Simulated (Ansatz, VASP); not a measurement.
Two plane-wave programs on GeW

```xyz
2
Lattice="3.1110 0.0000 0.0000 0.0000 3.1110 0.0000 0.0000 0.0000 3.1924" Properties=species:S:1:pos:R:3 pbc="T T T"
Ge    1.5555    1.5555    1.5962
W     0.0000    0.0000    0.0000
```

Alike in both runs: functional PBE; k mesh 6 × 6 × 4; occupations gaussian, width 0.1 eV; no spin polarisation.

Ansatz relaxed the structure, and its values are those at the end. VASP's run is a single point on that final structure, the one shown.

|  | VASP | Ansatz |
| --- | --- | --- |
| version | VASP 6.6.1 | Ansatz 0.2.0 |
| potentials or method | VASP PAW PBE potentials, release 64 (Ge_d, W_sv), cutoff 520 eV | scalar-relativistic, plane waves, PAW |
| valence electrons in the cell | 28 | 28 |

|  | VASP | Ansatz | Ansatz less VASP |
| --- | --- | --- | --- |
| gap on the k mesh at the Fermi level (eV) | none | none | - |
| pressure (GPa) | 0.2 | -0.1 | -0.33 |

A gap of «none» marks a metal or a gap that the smearing closes.

The k mesh is coarse, so the values compare programs but aren't converged. Neither program's run includes spin-orbit coupling.
